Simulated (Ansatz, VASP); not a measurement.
One calculation of GaSb, two programs

```
CELL_PARAMETERS angstrom
0.00000 3.06860 3.06860
3.06860 0.00000 3.06860
3.06860 3.06860 0.00000
ATOMIC_POSITIONS crystal
Ga 0.00000 0.00000 0.00000
Sb 0.25000 0.25000 0.25000
```

Alike in both runs: task relaxation of cell and atoms; functional LDA; k mesh 10 × 10 × 10; occupations gaussian, width 0.1 eV; no spin polarisation.

|  | VASP | Ansatz |
| --- | --- | --- |
| version | VASP 6.6.1 | Ansatz 0.2.0 |
| potentials or method | VASP PAW LDA potentials, release 64 (Ga_d, Sb), cutoff 600 eV | scalar-relativistic, plane waves, PAW |
| valence electrons in the cell | 18 | 28 |

VASP gave:

| Property | Result |
| --- | --- |
| gap on the k mesh at the Fermi level, each at its own relaxed structure (eV) | 0.09 |
| relaxed volume (Å³/atom) | 27.76 |
| relaxed cell length with the largest relative difference (Å) | 4.282 |

Q: Which values does Ansatz return?

A: gap on the k mesh at the Fermi level, each at its own relaxed structure (eV): 0.07; relaxed volume (Å³/atom): 27.67; relaxed cell length with the largest relative difference (Å): 4.277.

Ansatz warns that its potentials were made for another functional, while VASP's fit it. LDA's correlation is that of Perdew and Zunger in VASP and of Perdew and Wang (1992) in Ansatz. VASP's potentials hold 18 valence electrons a cell and Ansatz's 28, so a difference there can come from the potentials and not from the codes.

Neither program's run includes spin-orbit coupling.
